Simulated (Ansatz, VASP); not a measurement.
## TePb in VASP and in Ansatz

```
Te Pb
1.0
     4.05663    0.00000    0.00000
     0.00000    4.05663    0.00000
     0.00000    0.00000    4.05663
Te Pb
1 1
Direct
  0.50000 0.50000 0.50000
  0.00000 0.00000 0.00000
```

Alike in both runs: task single point; functional PBE; k mesh 8 × 8 × 8; occupations gaussian, width 0.05 eV; no spin polarisation.

```csv
,VASP,Ansatz
version,VASP 6.6.1,Ansatz 0.2.0
potentials or method,"VASP PAW PBE potentials, release 64 (Te, Pb_d), cutoff 520 eV","scalar-relativistic, plane waves, PAW"
valence electrons in the cell,20,30
```

|  | VASP | Ansatz | Ansatz less VASP |
| --- | --- | --- | --- |
| gap on the k mesh at the Fermi level (eV) | none | none | - |
| pressure (GPa) | -1.6 | -1.5 | +0.04 |

A gap of «none» marks a metal or a gap that the smearing closes. VASP's potentials hold 20 valence electrons a cell and Ansatz's 30, so a difference there can come from the potentials and not from the codes.

Spin-orbit coupling is off throughout.
